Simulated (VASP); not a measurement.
# TaN (Pmn2_1) in VASP: notebook

The runs below take TaN through single point, with PBEsol.

Program: VASP 6.6.1. These are calculated values, not measurements. Logs are shortened: lines on timing, memory, paths and dates and some standing lists are left out, and cuts for length are marked.

### Step 1. The cell of the first run

It takes space group Pmn2_1 (No. 31, orthorhombic). The conventional cell has a = 2.924 Å, b = 2.871 Å, c = 5.064 Å, α = 90.00°, β = 90.00°, γ = 90.00°. Ta (site symmetry m) has 6 N at 2.05 to 2.40 Å within 2.7 Å. N (site symmetry m) has 6 Ta at 2.05 to 2.40 Å within 2.7 Å.

### Step 2. Single point, PBEsol (atoms displaced along a vibrational mode)

Input file INCAR:

```
PREC = Accurate ; ENCUT = 520
EDIFF = 1E-6 ; ISMEAR = 0
SIGMA = 0.15 ; LREAL = F
LASPH = T ; NELM = 100
ALGO = Normal ; ISIF = 2
LWAVE = F ; LCHARG = F
GGA = PS ; NBANDS = 24
```

Input file KPOINTS:

```
Automatic mesh
0
Gamma
  20 20 12
```

Input file POSCAR:

```
TaN
1.0
    0.0000000000      0.0000000000      2.8707276426
    2.9239890448      0.0000000000      0.0000000000
    0.0000000000      5.0644975863      0.0000000000
Ta N
2 2
Direct
    0.4303312522      0.0000000000      0.3333333333
    0.5696687478      0.5000000000      0.8333333333
   -0.0254755678      0.5000000000      0.5000000000
    0.0254755678      0.0000000000      0.0000000000
```

Potentials or basis: VASP PAW PBE potentials, release 64 (Ta_pv, N).

On the command line:

```
cat potpaw_PBE.64/Ta_pv/POTCAR potpaw_PBE.64/N/POTCAR > POTCAR
mpirun -np 1 vasp_std > vasp.out
```

OUTCAR:

```text
PREC = Accurate
   ENCUT = 520
   EDIFF = 1E-6
   ISMEAR = 0
   LREAL = F
   LASPH = T
   NELM = 100
   ISIF = 2
   GGA = PS

 ion  position               nearest neighbor table
   1  0.430  0.000  0.333-   4 2.05   3 2.14   3 2.14   3 2.30   3 2.30   4 2.40   2 2.95   2 2.95
                             2 2.95   2 2.95
   2  0.570  0.500  0.833-   3 2.05   4 2.14   4 2.14   4 2.30   4 2.30   3 2.40   1 2.95   1 2.95
                             1 2.95   1 2.95
   3  0.975  0.500  0.500-   2 2.05   1 2.14   1 2.14   1 2.30   1 2.30   2 2.40
   4  0.025  0.000  0.000-   1 2.05   2 2.14   2 2.14   2 2.30   2 2.30   1 2.40

  LATTYP: Found a simple orthorhombic cell.
 ALAT       =     2.8707276426
 B/A-ratio  =     1.0185532760
 C/A-ratio  =     1.7641860242

  Lattice vectors:

 A1 = (   0.0000000000,   0.0000000000,   2.8707276426)
 A2 = (   2.9239890448,   0.0000000000,   0.0000000000)
 A3 = (   0.0000000000,   5.0644975863,   0.0000000000)

Analysis of symmetry for initial positions (statically):
=====================================================================
 Subroutine PRICEL returns:
 Original cell was already a primitive cell.

 Routine SETGRP: Setting up the symmetry group for a
 simple orthorhombic supercell.

 Subroutine GETGRP returns: Found  4 space group operations
 (whereof  2 operations were pure point group operations)
 out of a pool of  8 trial point group operations.

The static configuration has the point symmetry C_1h.
 The point group associated with its full space group is C_2v.

Analysis of symmetry for dynamics (positions and initial velocities):
=====================================================================
 Subroutine PRICEL returns:
 Original cell was already a primitive cell.

 Routine SETGRP: Setting up the symmetry group for a
 simple orthorhombic supercell.

 Subroutine GETGRP returns: Found  4 space group operations
 (whereof  2 operations were pure point group operations)
 out of a pool of  8 trial point group operations.

The dynamic configuration has the point symmetry C_1h.
 The point group associated with its full space group is C_2v.

 Subroutine INISYM returns: Found  4 space group operations
 (whereof  2 operations are pure point group operations),
 and found     1 'primitive' translations

----------------------------------------------------------------------------------------

                                     Primitive cell

  volume of cell :      42.5113

  direct lattice vectors                    reciprocal lattice vectors
     0.000000000  0.000000000  2.870727643     0.000000000  0.000000000  0.348343739
     2.923989045  0.000000000  0.000000000     0.341998545  0.000000000  0.000000000
     0.000000000  5.064497586  0.000000000     0.000000000  0.197452952  0.000000000

  length of vectors
     2.870727643  2.923989045  5.064497586     0.348343739  0.341998545  0.197452952

  position of ions in fractional coordinates (direct lattice)
     0.430331252  0.000000000  0.333333333
     0.569668748  0.500000000  0.833333333
     0.974524432  0.500000000  0.500000000
     0.025475568  0.000000000  0.000000000

  ion indices of the primitive-cell ions
   primitive index   ion index
                 1           1
                 2           2
                 3           3
                 4           4

----------------------------------------------------------------------------------------

 KPOINTS: Automatic mesh

Automatic generation of k-mesh.
 Grid dimensions read from file:
 generate k-points for:   20   20   12

 Generating k-lattice:

  Cartesian coordinates                     Fractional coordinates (reciprocal lattice)
     0.000000000  0.000000000  0.017417187     0.050000000  0.000000000  0.000000000
     0.017099927  0.000000000  0.000000000     0.000000000  0.050000000  0.000000000
     0.000000000  0.016454413  0.000000000     0.000000000  0.000000000  0.083333333

  Length of vectors
     0.017417187  0.017099927  0.016454413

  Shift w.r.t. Gamma in fractional coordinates (k-lattice)
     0.000000000  0.000000000  0.000000000

 Subroutine IBZKPT returns following result:
 ===========================================

 Found    847 irreducible k-points:

 Following reciprocal coordinates:
            Coordinates               Weight
  0.000000  0.000000  0.000000      1.000000
  0.050000  0.000000  0.000000      2.000000
  0.100000  0.000000  0.000000      2.000000
  0.150000  0.000000  0.000000      2.000000
  0.200000  0.000000  0.000000      2.000000
  0.250000  0.000000  0.000000      2.000000
[... 16 lines left out ...]
  0.000000  0.100000  0.000000      2.000000
  0.050000  0.100000  0.000000      4.000000
 [... further k-points ...]
   k-points           NKPTS =    847   k-points in BZ     NKDIM =    847   number of bands    NBANDS=     24
   number of dos      NEDOS =    301   number of ions     NIONS =      4
   total plane-waves  NPLWV =  23040
[... 42 lines left out ...]
  energy-cutoff  :      520.00
  volume of cell :       42.51
 maximum number of plane-waves:      1166
 NGX is ok and might be reduce to    24
   NGX = 11   NGY = 11   NGZ = 19

 number of electron      32.0000006 magnetization

 Free energy of the ion-electron system (eV)
  ---------------------------------------------------
  ext. energy  EPLUGINS =         0.00000000
  ---------------------------------------------------
  free energy    TOTEN  =       -46.75873265 eV

  energy without entropy =      -46.75663565  energy(sigma->0) =      -46.75768415

 E-fermi :   8.3702     XC(G=0): -13.5653

 val. band max:        8.3587027771   @ k =   0.5000   0.1000   0.0000
 cond. band min:       8.3858604761   @ k =   0.5000   0.0500   0.0833
 fundamental gap:      0.0271576990
 Fermi energy:         8.3702145450

 k-point     1 :       0.0000    0.0000    0.0000
  band No.  band energies     occupation
      1     -27.2731      2.00000
      2     -26.4387      2.00000
      3     -26.3998      2.00000
      4     -26.3432      2.00000
      5     -26.2483      2.00000
      6     -26.1706      2.00000
[... 16 lines left out ...]
     23      12.6355      0.00000
     24      13.4198      0.00000

 k-point     2 :       0.0500    0.0000    0.0000
  band No.  band energies     occupation
      1     -27.2683      2.00000
      2     -26.4658      2.00000
      3     -26.3972      2.00000
      4     -26.3640      2.00000
      5     -26.2470      2.00000
      6     -26.1687      2.00000
[... 16 lines left out ...]
     23      12.7785      0.00000
     24      13.4941      0.00000

 k-point     3 :       0.1000    0.0000    0.0000
  band No.  band energies     occupation
      1     -27.2543      2.00000
      2     -26.5429      2.00000
      3     -26.4247      2.00000
      4     -26.3895      2.00000
      5     -26.2429      2.00000
      6     -26.1630      2.00000
[... 16 lines left out ...]
     23      13.0024      0.00000
     24      13.7601      0.00000

 k-point     4 :       0.1500    0.0000    0.0000
  band No.  band energies     occupation
      1     -27.2324      2.00000
      2     -26.6597      2.00000
      3     -26.5193      2.00000
      4     -26.3774      2.00000
      5     -26.2366      2.00000
      6     -26.1541      2.00000
[... 16 lines left out ...]
     23      13.0260      0.00000
     24      14.1070      0.00000

 k-point     5 :       0.2000    0.0000    0.0000
  band No.  band energies     occupation
      1     -27.2048      2.00000
      2     -26.8022      2.00000
      3     -26.6379      2.00000
      4     -26.3621      2.00000
      5     -26.2286      2.00000
      6     -26.1429      2.00000
[... 451 lines left out ...]
 k-point    22 :       0.5000    0.0500    0.0000
  band No.  band energies     occupation
      1     -27.4245      2.00000
      2     -27.1724      2.00000
      3     -27.0563      2.00000
      4     -26.3059      2.00000
      5     -26.1970      2.00000
      6     -26.1099      2.00000
[... 16 lines left out ...]
     23      14.4266      0.00000
     24      15.5172      0.00000

 k-point    23 :       0.0000    0.1000    0.0000
  band No.  band energies     occupation
      1     -27.2420      2.00000
      2     -26.4755      2.00000
      3     -26.4240      2.00000
      4     -26.3385      2.00000
      5     -26.2649      2.00000
      6     -26.2564      2.00000
[... 16 lines left out ...]
     23      12.5315      0.00000
     24      13.3249      0.00000

 k-point    24 :       0.0500    0.1000    0.0000
  band No.  band energies     occupation
      1     -27.2373      2.00000
      2     -26.4783      2.00000
      3     -26.4455      2.00000
      4     -26.3592      2.00000
      5     -26.2635      2.00000
      6     -26.2539      2.00000
[... 16 lines left out ...]
     23      12.7360      0.00000
     24      13.3780      0.00000

 [... further k-points ...]

------------------------ aborting loop because EDIFF is reached ----------------------------------------

  FORCE on cell =-STRESS in cart. coord.  units (eV):
  Direction    XX          YY          ZZ          XY          YZ          ZX
  --------------------------------------------------------------------------------------
  -------------------------------------------------------------------------------------
  Total        1.1544421      4.2377921      2.1845931      0.0000000      0.0000000      0.0000000
  in kB       43.5089524    159.7151550     82.3335885      0.0000000      0.0000000      0.0000000
  external PRESSURE =      95.1858987 kB  Pullay stress =       0.0000000 kB

 VOLUME and BASIS-vectors are now :
 -----------------------------------------------------------------------------
  energy-cutoff  :      520.00
  volume of cell :       42.51
      direct lattice vectors                 reciprocal lattice vectors
     0.000000000  0.000000000  2.870727643     0.000000000  0.000000000  0.348343739
     2.923989045  0.000000000  0.000000000     0.341998545  0.000000000  0.000000000
     0.000000000  5.064497586  0.000000000     0.000000000  0.197452952  0.000000000

 POSITION                                       TOTAL-FORCE (eV/Angst)
 -----------------------------------------------------------------------------------
      0.00000      1.68817      1.23536         0.000000      0.626591      4.100951
      1.46199      4.22041      1.63536         0.000000      0.626591     -4.100951
      1.46199      2.53225      2.79759         0.000000     -0.626591      0.054505
      0.00000      0.00000      0.07313         0.000000     -0.626591     -0.054505
 -----------------------------------------------------------------------------------
    total drift:                                0.000000     -0.000154      0.000000

  FREE ENERGIE OF THE ION-ELECTRON SYSTEM (eV)
  ---------------------------------------------------
  free  energy   TOTEN  =       -46.7587326504 eV

  energy  without entropy=      -46.7566356516  energy(sigma->0) =      -46.75768415
```

Wall time 7 min (1 thread of Intel Xeon Platinum 8375C at 2.90GHz (Ice Lake), shared host); peak memory 0.75 GiB.

Results:

```
Free energy            : -46.7587 eV
Pressure               : 9.5 GPa
Largest force          : 4.149 eV/Å
Band gap on the k mesh : zero (bands 16 and 17 overlap by 0.32 eV)
```

Forces on the atoms (eV/Å):
```
Ta   0.000  0.627  4.101
Ta   0.000  0.627 -4.101
N    0.000 -0.627  0.055
N    0.000 -0.627 -0.055
```

Stress tensor (GPa, compression positive):
```
 4.35  0.00  0.00
 0.00 15.97  0.00
 0.00  0.00  8.23
```

Levels at points of the mesh, in eV from the Fermi level:
| k point | band 14 | band 15 | band 16 | band 17 | band 18 | band 19 |
| --- | --- | --- | --- | --- | --- | --- |
| (0.00, 0.00, 0.00) | -4.07 | -3.45 | -2.52 | 1.84 | 2.35 | 2.90 |
| (0.50, 0.00, 0.00) | -4.14 | -0.26 | -0.26 | -0.02 | 2.70 | 2.80 |
| (0.00, 0.50, 0.00) | -5.12 | -1.01 | -1.01 | 0.24 | 0.24 | 2.63 |
| (0.50, 0.50, 0.00) | -4.36 | -0.92 | -0.92 | 3.83 | 3.83 | 4.95 |
| (0.00, 0.00, 0.50) | -4.10 | -2.41 | -2.41 | 1.72 | 1.72 | 2.92 |
| (0.50, 0.00, 0.50) | -5.19 | -1.51 | -1.51 | 2.07 | 2.07 | 2.69 |
| (0.00, 0.50, 0.50) | -3.47 | -3.39 | -3.39 | 2.26 | 2.26 | 3.53 |
| (0.50, 0.50, 0.50) | -6.13 | -0.16 | -0.16 | 3.81 | 3.81 | 5.58 |

Caveat: the cell differs from its parent crystal (atoms displaced along a vibrational mode); the stress differs along the axes, from 4 to 16 GPa; the PAW data sets were made with another functional, which shifts forces and pressure a little; spin-orbit coupling is left out, which moves the levels of the heavy elements.

### Step 3. Single point, PBEsol (atoms displaced along a vibrational mode)

Input file INCAR:

```
ALGO     = Normal         # electronic algorithm
EDIFF    = 1E-6           # SCF threshold, eV
ENCUT    = 520            # plane-wave cutoff, eV
GGA      = PS             # functional
ISIF     = 2              # what is computed and relaxed
ISMEAR   = 0              # smearing method
LASPH    = True           # aspherical terms in the spheres
LCHARG   = True           # write CHGCAR
LELF     = True           # ELF
LREAL    = False          # projectors in reciprocal space
LVHAR    = True         
LWAVE    = False          # write WAVECAR
NBANDS   = 24             # bands
NELM     = 80             # most SCF steps
PREC     = Accurate       # precision mode
SIGMA    = 0.15           # smearing width, eV
```

Input file KPOINTS:

```
k-points
0
Gamma
  20 20 12
```

Input file POSCAR:

```
TaN
1.0
    0.0000000000      0.0000000000      2.8707276426
    2.9239890448      0.0000000000      0.0000000000
    0.0000000000      5.0644975863      0.0000000000
Ta N
2 2
Direct
    0.5522515608      0.0000000000      0.3333333333
    0.4477484392      0.5000000000      0.8333333333
    0.0191066759      0.5000000000      0.5000000000
   -0.0191066759      0.0000000000      0.0000000000
```

Potentials or basis: VASP PAW PBE potentials, release 64 (Ta_pv, N).

On the command line:

```
cat potpaw_PBE.64/Ta_pv/POTCAR potpaw_PBE.64/N/POTCAR > POTCAR
mpirun -np 1 vasp_std > vasp.out
```

It took 6.8 min on 1 thread of Intel Xeon Platinum 8375C at 2.90GHz (Ice Lake), shared host; peak memory 0.75 GiB.

The run converged. Its results:

| Item | Value |
| --- | --- |
| Free energy | -47.1250 eV |
| Pressure | 5.8 GPa |
| Largest force | 3.182 eV/Å |
| Band gap on the k mesh | zero (bands 16 and 17 overlap by 0.38 eV) |

Forces in eV/Å, atoms in the order of the input:
```
Ta   0.000  0.353 -3.162
Ta   0.000  0.353  3.162
N    0.000 -0.353 -0.067
N    0.000 -0.353  0.067
```

Stress tensor (GPa, compression positive):
```
2.78 0.00 0.00
0.00 9.37 0.00
0.00 0.00 5.20
```

Levels at points of the mesh, in eV from the Fermi level:
| k point | band 12 | band 13 | band 14 | band 15 | band 16 | band 17 | band 18 | band 19 | band 20 | band 21 |
| --- | --- | --- | --- | --- | --- | --- | --- | --- | --- | --- |
| (0.00, 0.00, 0.00) | -4.34 | -4.15 | -4.08 | -3.32 | -2.61 | 2.07 | 2.94 | 3.02 | 3.16 | 3.84 |
| (0.50, 0.00, 0.00) | -5.83 | -4.08 | -3.97 | -0.26 | -0.18 | -0.04 | 2.68 | 2.97 | 3.04 | 4.43 |
| (0.00, 0.50, 0.00) | -5.29 | -5.04 | -5.04 | -1.03 | -1.03 | 0.49 | 0.49 | 2.44 | 2.44 | 4.62 |
| (0.50, 0.50, 0.00) | -6.85 | -4.25 | -4.25 | -0.97 | -0.97 | 3.99 | 3.99 | 5.04 | 5.04 | 6.04 |
| (0.00, 0.00, 0.50) | -4.78 | -3.96 | -3.96 | -2.63 | -2.63 | 1.93 | 1.93 | 3.12 | 3.12 | 4.53 |
| (0.50, 0.00, 0.50) | -5.23 | -5.07 | -5.07 | -1.56 | -1.56 | 2.07 | 2.07 | 2.90 | 2.90 | 4.95 |
| (0.00, 0.50, 0.50) | -5.31 | -3.45 | -3.45 | -3.33 | -3.33 | 2.58 | 2.58 | 3.79 | 3.79 | 4.61 |
| (0.50, 0.50, 0.50) | -6.34 | -5.96 | -5.96 | -0.21 | -0.21 | 4.00 | 4.00 | 5.58 | 5.58 | 6.12 |

Caveat: the cell differs from its parent crystal (atoms displaced along a vibrational mode); the stress differs along the axes, from 3 to 9 GPa; the PAW data sets were made with another functional, which shifts forces and pressure a little; spin-orbit coupling is left out, which moves the levels of the heavy elements.

### Step 4. Single point, PBEsol (atoms displaced along a vibrational mode)

Input file INCAR:

```
ALGO = Normal
EDIFF = 1E-6
ENCUT = 520
GGA = PS
ISIF = 2
ISMEAR = 0
LASPH = T
LCHARG = F
LREAL = F
LWAVE = F
NBANDS = 24
NELM = 80
PREC = Accurate
SIGMA = 0.15
```

KPOINTS is that of step 3.

Input file POSCAR:

```
TaN
1.0
    0.0000000000      0.0000000000      2.8707276426
    2.9239890448      0.0000000000      0.0000000000
    0.0000000000      5.0644975863      0.0000000000
Ta N
2 2
Direct
    0.4651656261      0.0000000000      0.3333333333
    0.5348343739      0.5000000000      0.8333333333
   -0.0127377839      0.5000000000      0.5000000000
    0.0127377839      0.0000000000      0.0000000000
```

On the command line:

```
cat potpaw_PBE.64/Ta_pv/POTCAR potpaw_PBE.64/N/POTCAR > POTCAR
mpirun -np 1 vasp_std > vasp.out
```

Run time: 11 min. Hardware: 1 thread of AMD EPYC 7R13 (Zen 3), shared host; peak memory 0.72 GiB.

Results (log left out):

- Free energy: -47.3932 eV
- Pressure: 3.1 GPa
- Largest force: 2.153 eV/Å
- Band gap on the k mesh: zero (bands 16 and 17 overlap by 0.42 eV)

Forces in eV/Å, atoms in the order of the input:
```
Ta   0.000  0.156  2.147
Ta   0.000  0.156 -2.147
N    0.000 -0.156  0.055
N    0.000 -0.156 -0.055
```

Stress tensor (GPa, compression positive):
```
1.68 0.00 0.00
0.00 4.61 0.00
0.00 0.00 2.91
```

Levels at points of the mesh, in eV from the Fermi level:
```csv
k point,band 12,band 13,band 14,band 15,band 16,band 17,band 18,band 19,band 20,band 21
"(0.00, 0.00, 0.00)",-4.46,-4.21,-3.81,-3.23,-2.73,2.23,3.04,3.40,3.47,3.76
"(0.50, 0.00, 0.00)",-5.78,-3.91,-3.85,-0.28,-0.12,-0.06,2.58,3.18,3.22,4.35
"(0.00, 0.50, 0.00)",-5.18,-4.98,-4.98,-1.08,-1.08,0.77,0.77,2.17,2.17,4.57
"(0.50, 0.50, 0.00)",-6.86,-4.18,-4.18,-1.01,-1.01,4.11,4.11,5.10,5.10,6.11
"(0.00, 0.00, 0.50)",-4.53,-3.87,-3.87,-2.87,-2.87,2.09,2.09,3.31,3.31,4.36
"(0.50, 0.00, 0.50)",-5.12,-4.98,-4.98,-1.60,-1.60,2.06,2.06,3.08,3.08,4.78
"(0.00, 0.50, 0.50)",-5.27,-3.49,-3.49,-3.24,-3.24,2.83,2.83,4.00,4.00,4.83
"(0.50, 0.50, 0.50)",-6.28,-5.84,-5.84,-0.26,-0.26,4.15,4.15,5.55,5.55,6.17
```

Caveat: the cell differs from its parent crystal (atoms displaced along a vibrational mode); the cell stands under pressure; the PAW data sets were made with another functional, which shifts forces and pressure a little; spin-orbit coupling is left out, which moves the levels of the heavy elements.

### Step 5. The runs side by side

```csv
cell,gap on the mesh (eV),pressure (GPa),largest force (eV/Å)
"as given, atomic positions A",none,9.5,4.15
"as given, atomic positions B",none,5.8,3.18
"as given, atomic positions C",none,3.1,2.15
```

Alike in all rows: task single point; level PBEsol; potentials or basis VASP PAW PBE potentials, release 64 (Ta_pv, N); no spin polarisation; k mesh 20 × 20 × 12; cutoff (eV) 520; smearing gaussian 0.15 eV.

Caveats: the PAW data sets were made with another functional, which shifts forces and pressure a little; spin-orbit coupling is left out, which moves the levels of the heavy elements; the stress differs along the axes, from 4 to 16 GPa (at least some runs); the stress differs along the axes, from 3 to 9 GPa (at least some runs); the cell stands under pressure (at least some runs).

Total energies depend on the potentials used, so only differences within one code and one set of settings carry meaning.

The gap in the log of VASP goes by the Fermi energy; the results here count the filled bands.